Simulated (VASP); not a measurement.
# Os (I4/mmm) in VASP: notebook, part 2 of 2

VASP 6.6.1. The steps go on from the part before.

## 4. Single point, PBEsol (strain +0.025 along x and y, -0.050 along z)

Contents of INCAR:

```
  PREC = Accurate
  ENCUT = 520
  EDIFF = 1E-7
  ISMEAR = 0
  SIGMA = 0.15
  LREAL = F
  LASPH = T
  NELM = 80
  ALGO = Fast
  ISIF = 2
  LWAVE = F
  LCHARG = T
  GGA = PS
  LELF = T
  LVHAR = T
  NBANDS = 10
```

Contents of KPOINTS:

```
regular mesh
0
Gamma
  20 20 20
```

Contents of POSCAR:

```
Os
1.0
    0.0000000000      1.9936250000      1.8477500000
    1.9936250000      0.0000000000      1.8477500000
    1.9936250000      1.9936250000      0.0000000000
Os
1
Direct
    0.0000000000      0.0000000000      0.0000000000
```

Potentials or basis: VASP PAW PBE potentials, release 64 (Os).

Run with:

```bash
cat potpaw_PBE.64/Os/POTCAR > POTCAR
mpirun -np 1 vasp_std > vasp.out
```

OUTCAR:

```text
PREC = Accurate
   ENCUT = 520
   EDIFF = 1E-7
   ISMEAR = 0
   LREAL = F
   LASPH = T
   NELM = 80
   ISIF = 2
   GGA = PS

 ion  position               nearest neighbor table
   1  0.000  0.000  0.000-

  LATTYP: Found a body centered tetragonal cell.
 ALAT       =     2.8194115133
 C/A-ratio  =     1.3107345212

  Lattice vectors:

 A1 = (   0.0000000000,  -1.9936250000,  -1.8477500000)
 A2 = (   0.0000000000,   1.9936250000,  -1.8477500000)
 A3 = (   1.9936250000,   0.0000000000,   1.8477500000)

[... 481 lines left out ...]
      1       1.1989      2.00000
      2       5.3144      2.00000
      3       5.9974      2.00000
      4       6.3919      2.00000
      5       9.6824      0.00000
      6      10.1787      0.00000
      7      19.6317      0.00000
      8      23.5469      0.00000
      9      29.9747      0.00000
     10      30.5853      0.00000

 [... further k-points ...]
[... 5 lines left out ...]
  --------------------------------------------------------------------------------------
  -------------------------------------------------------------------------------------
  Total       -2.4648353     -2.4648353     -0.1436486      0.0000000      0.0000000      0.0000000
  in kB     -268.8675217   -268.8675217    -15.6693830      0.0000000      0.0000000      0.0000000
  external PRESSURE =    -184.4681421 kB  Pullay stress =       0.0000000 kB

 VOLUME and BASIS-vectors are now :
 -----------------------------------------------------------------------------
  energy-cutoff  :      520.00
  volume of cell :       14.69
      direct lattice vectors                 reciprocal lattice vectors
     0.000000000  1.993625000  1.847750000    -0.250799423  0.250799423  0.270599378
     1.993625000  0.000000000  1.847750000     0.250799423 -0.250799423  0.270599378
     1.993625000  1.993625000  0.000000000     0.250799423  0.250799423 -0.270599378

 POSITION                                       TOTAL-FORCE (eV/Angst)
 -----------------------------------------------------------------------------------
      0.00000      0.00000      0.00000        -0.000000      0.000000     -0.000000
 -----------------------------------------------------------------------------------
    total drift:                                0.000000     -0.000000     -0.000000

  FREE ENERGIE OF THE ION-ELECTRON SYSTEM (eV)
  ---------------------------------------------------
  free  energy   TOTEN  =       -11.9996487857 eV

  energy  without entropy=      -11.9895895157  energy(sigma->0) =      -11.99461915
```

OSZICAR:

```text
N       E                     dE             d eps       ncg     rms          rms(c)
DAV:   1     0.342028547814E+02    0.34203E+02   -0.41810E+03 13172   0.741E+02
DAV:   2    -0.117071140327E+02   -0.45910E+02   -0.42808E+02 13168   0.198E+02
DAV:   3    -0.127883899577E+02   -0.10813E+01   -0.10724E+01 15176   0.281E+01
DAV:   4    -0.127911782496E+02   -0.27883E-02   -0.27879E-02 13954   0.157E+00
DAV:   5    -0.127911876658E+02   -0.94162E-05   -0.94170E-05 14266   0.847E-02    0.154E+01
RMM:   6    -0.121625656112E+02    0.62862E+00   -0.35140E-01 12844   0.460E+00    0.613E+00
RMM:   7    -0.120031800751E+02    0.15939E+00   -0.32076E-01 13016   0.381E+00    0.385E-01
RMM:   8    -0.120014461452E+02    0.17339E-02   -0.12016E-02 13735   0.144E+00    0.613E-01
RMM:   9    -0.120000218570E+02    0.14243E-02   -0.14282E-03 14225   0.301E-01    0.900E-02
RMM:  10    -0.119996500489E+02    0.37181E-03   -0.38318E-04 13548   0.181E-01    0.665E-02
RMM:  11    -0.119996487528E+02    0.12961E-05   -0.24796E-05 14451   0.532E-02    0.550E-02
RMM:  12    -0.119996492030E+02   -0.45019E-06   -0.32565E-06 14614   0.152E-02    0.437E-03
RMM:  13    -0.119996489620E+02    0.24094E-06   -0.51855E-07 14412   0.835E-03    0.442E-03
RMM:  14    -0.119996487916E+02    0.17041E-06   -0.14867E-07 10281   0.305E-03    0.213E-03
RMM:  15    -0.119996487857E+02    0.58791E-08   -0.23431E-08  8232   0.191E-03
   1 F= -.11999649E+02 E0= -.11994619E+02  d E =-.100593E-01
```

stdout:

```text
POSCAR found type information on POSCAR Os
 POSCAR found :  1 types and       1 ions
 scaLAPACK will be used
 -----------------------------------------------------------------------------
|                                                                             |
|                                                                             |
|     You enforced a specific xc type in the INCAR file but a different       |
|     I HOPE YOU KNOW WHAT YOU ARE DOING!                                     |
|                                                                             |
 -----------------------------------------------------------------------------

 LDA part: xc-table for (Slater+PW92), standard interpolation
 POSCAR, INCAR and KPOINTS ok, starting setup
 FFT: planning ... GRIDC
 FFT: planning ... GRID_SOFT
 FFT: planning ... GRID
 WAVECAR not read
 entering main loop
```

It took 85 s on 1 thread of Intel Xeon Platinum 8259CL at 2.50GHz (Skylake/Cascade Lake), shared host; peak memory 0.22 GiB.

Results:

```yaml
Free_energy: -11.9996 eV
Pressure: -18.4 GPa
Band_gap_on_the_k_mesh: zero (band 4 reaches 11.41 eV, above the bottom of band 5 at 6.99 eV)
```

Stress tensor (GPa, compression positive):
```
-26.89   0.00   0.00
  0.00 -26.89   0.00
  0.00   0.00  -1.57
```

Caveat: the cell differs from its parent crystal (strain +0.025 along x and y, -0.050 along z); the PAW data sets were made with another functional, which shifts forces and pressure a little; spin-orbit coupling is left out, which moves the levels of the heavy elements.

## 5. Single point, PBEsol (strain +0.025 along x and y, -0.025 along z)

Contents of INCAR:

```
PREC = Accurate
ENCUT = 520
EDIFF = 1E-6
ISMEAR = 0
SIGMA = 0.15
LREAL = False
LASPH = True
NELM = 80
ALGO = Normal
ISIF = 2
LWAVE = False
LCHARG = True
GGA = PS
LELF = True
LVHAR = True
NBANDS = 10
```

KPOINTS is that of step 4.

Contents of POSCAR:

```
Os
1.0
    0.0000000000      1.9936250000      1.8963750000
    1.9936250000      0.0000000000      1.8963750000
    1.9936250000      1.9936250000      0.0000000000
Os
1
Direct
    0.0000000000      0.0000000000      0.0000000000
```

Run with:

```bash
cat potpaw_PBE.64/Os/POTCAR > POTCAR
mpirun -np 1 vasp_std > vasp.out
```

It took 60 s on 1 thread of Intel Xeon Platinum 8259CL at 2.50GHz (Skylake/Cascade Lake), shared host; peak memory 0.22 GiB.

It converged, with:

- Free energy: -11.9770 eV
- Pressure: -27.2 GPa
- Band gap on the k mesh: zero (band 4 reaches 10.91 eV, above the bottom of band 5 at 6.82 eV)

Stress tensor (GPa, compression positive):
```
-32.23   0.00   0.00
  0.00 -32.23   0.00
  0.00   0.00 -17.09
```

Levels at points of the mesh, in eV from the Fermi level:
```csv
k point,band 1,band 2,band 3,band 4,band 5,band 6,band 7,band 8,band 9
"(0.00, 0.00, 0.00)",-10.23,-2.92,-2.92,-2.29,-0.42,0.39,14.32,19.13,19.13
"(0.50, 0.00, 0.00)",-7.09,-3.19,-2.50,-0.23,1.94,2.36,8.06,13.74,19.18
"(0.50, 0.50, 0.00)",-6.86,-6.28,2.10,2.78,2.78,2.86,11.17,11.17,11.89
"(0.50, 0.00, 0.50)",-6.92,-6.18,1.82,2.08,2.42,3.04,10.64,11.78,12.35
```

Caveat: the cell differs from its parent crystal (strain +0.025 along x and y, -0.025 along z); the PAW data sets were made with another functional, which shifts forces and pressure a little; spin-orbit coupling is left out, which moves the levels of the heavy elements.

## 6. Single point, PBEsol (strain +0.050 along x and y, -0.050 along z)

Contents of INCAR:

```
ALGO     = Fast           # electronic algorithm
EDIFF    = 1E-6           # SCF threshold, eV
ENCUT    = 520            # plane-wave cutoff, eV
GGA      = PS             # functional
ISIF     = 2              # what is computed and relaxed
ISMEAR   = 0              # smearing method
LASPH    = T              # aspherical terms in the spheres
LCHARG   = T              # write CHGCAR
LELF     = T              # ELF
LREAL    = F              # projectors in reciprocal space
LVHAR    = T            
LWAVE    = F              # write WAVECAR
NBANDS   = 10             # bands
NELM     = 80             # most SCF steps
PREC     = Accurate       # precision mode
SIGMA    = 0.15           # smearing width, eV
```

Contents of KPOINTS:

```
k-points
0
Gamma
  20 20 20
```

Contents of POSCAR:

```
Os
1.0
    0.0000000000      2.0422500000      1.8477500000
    2.0422500000      0.0000000000      1.8477500000
    2.0422500000      2.0422500000      0.0000000000
Os
1
Direct
    0.0000000000      0.0000000000      0.0000000000
```

Potentials or basis: VASP PAW PBE potentials, release 64 (Os).

Run with:

```bash
cat potpaw_PBE.64/Os/POTCAR > POTCAR
mpirun -np 1 vasp_std > vasp.out
```

OUTCAR:

```text
EDIFF = 1E-6
   ENCUT = 520
   GGA = PS
   ISIF = 2
   ISMEAR = 0
   LASPH = T
   LREAL = F
   NELM = 80
   PREC = Accurate

 ion  position               nearest neighbor table
   1  0.000  0.000  0.000-

  LATTYP: Found a body centered tetragonal cell.
 ALAT       =     2.8881776478
 C/A-ratio  =     1.2795265564

  Lattice vectors:

 A1 = (   0.0000000000,  -2.0422500000,  -1.8477500000)
 A2 = (   0.0000000000,   2.0422500000,  -1.8477500000)
 A3 = (   2.0422500000,   0.0000000000,   1.8477500000)

[... 483 lines left out ...]
      3       5.4811      2.00000
      4       5.9948      2.00000
      5       8.9470      0.00000
      6       9.2951      0.00000
      7      18.5226      0.00000
      8      22.6461      0.00000
      9      28.9430      0.00000
     10      29.0366      0.00000

 [... further k-points ...]
[... 5 lines left out ...]
  --------------------------------------------------------------------------------------
  -------------------------------------------------------------------------------------
  Total       -4.0271766     -4.0271766     -1.1887603      0.0000000      0.0000000     -0.0000000
  in kB     -418.6202550   -418.6202550   -123.5702289      0.0000000      0.0000000     -0.0000000
  external PRESSURE =    -320.2702463 kB  Pullay stress =       0.0000000 kB

 VOLUME and BASIS-vectors are now :
 -----------------------------------------------------------------------------
  energy-cutoff  :      520.00
  volume of cell :       15.41
      direct lattice vectors                 reciprocal lattice vectors
     0.000000000  2.042250000  1.847750000    -0.244828008  0.244828008  0.270599378
     2.042250000  0.000000000  1.847750000     0.244828008 -0.244828008  0.270599378
     2.042250000  2.042250000  0.000000000     0.244828008  0.244828008 -0.270599378

 POSITION                                       TOTAL-FORCE (eV/Angst)
 -----------------------------------------------------------------------------------
      0.00000      0.00000      0.00000         0.000000      0.000000      0.000000
 -----------------------------------------------------------------------------------
    total drift:                                0.000000     -0.000000     -0.000000

  FREE ENERGIE OF THE ION-ELECTRON SYSTEM (eV)
  ---------------------------------------------------
  free  energy   TOTEN  =       -11.8426018866 eV

  energy  without entropy=      -11.8319399933  energy(sigma->0) =      -11.83727094
```

OSZICAR:

```text
N       E                     dE             d eps       ncg     rms          rms(c)
DAV:   1     0.330301607386E+02    0.33030E+02   -0.41474E+03 13220   0.736E+02
DAV:   2    -0.115494185351E+02   -0.44580E+02   -0.41342E+02 13174   0.194E+02
DAV:   3    -0.126653491232E+02   -0.11159E+01   -0.11094E+01 15094   0.282E+01
DAV:   4    -0.126683731354E+02   -0.30240E-02   -0.30236E-02 13974   0.165E+00
DAV:   5    -0.126683835900E+02   -0.10455E-04   -0.10454E-04 14320   0.889E-02    0.138E+01
RMM:   6    -0.119969132844E+02    0.67147E+00   -0.40960E-01 12833   0.499E+00    0.515E+00
RMM:   7    -0.118458008515E+02    0.15111E+00   -0.34037E-01 13009   0.388E+00    0.301E-01
RMM:   8    -0.118441985257E+02    0.16023E-02   -0.13109E-02 13697   0.150E+00    0.527E-01
RMM:   9    -0.118430110480E+02    0.11875E-02   -0.14833E-03 14200   0.300E-01    0.827E-02
RMM:  10    -0.118426033363E+02    0.40771E-03   -0.42031E-04 13511   0.203E-01    0.340E-02
RMM:  11    -0.118426014492E+02    0.18871E-05   -0.20789E-05 14393   0.561E-02    0.494E-02
RMM:  12    -0.118426018866E+02   -0.43746E-06   -0.38489E-06 13832   0.150E-02
   1 F= -.11842602E+02 E0= -.11837271E+02  d E =-.106619E-01
```

Wall time 64 s (1 thread of Intel Xeon Platinum 8259CL at 2.50GHz (Skylake/Cascade Lake), shared host); peak memory 0.22 GiB.

What came out:

- Free energy: -11.8426 eV
- Pressure: -32.0 GPa
- Band gap on the k mesh: zero (band 4 reaches 10.50 eV, above the bottom of band 5 at 6.31 eV)

Caveat: the cell differs from its parent crystal (strain +0.050 along x and y, -0.050 along z); the PAW data sets were made with another functional, which shifts forces and pressure a little; spin-orbit coupling is left out, which moves the levels of the heavy elements.

## 7. The runs side by side

```csv
cell,gap on the mesh (eV),pressure (GPa)
"a = 2.754, b = 2.754, c = 2.613 Å, angles 61.7, 61.7, 56.6°, 1 atom",none,2.9
"a = 2.683, b = 2.683, c = 2.751 Å, angles 59.2, 59.2, 61.7°, 1 atom",none,-0.1
"a = 2.718, b = 2.718, c = 2.819 Å, angles 58.8, 58.8, 62.5°, 1 atom",none,-18.4
"a = 2.752, b = 2.752, c = 2.819 Å, angles 59.2, 59.2, 61.6°, 1 atom",none,-27.2
"a = 2.754, b = 2.754, c = 2.888 Å, angles 58.4, 58.4, 63.2°, 1 atom",none,-32.0
```

Alike in all rows: task single point; level PBEsol; potentials or basis VASP PAW PBE potentials, release 64 (Os); no spin polarisation; k mesh 20 × 20 × 20; cutoff (eV) 520; smearing gaussian 0.15 eV.

Caveats: the PAW data sets were made with another functional, which shifts forces and pressure a little; spin-orbit coupling is left out, which moves the levels of the heavy elements.

Absolute energies hang on the potentials; compare differences alone.
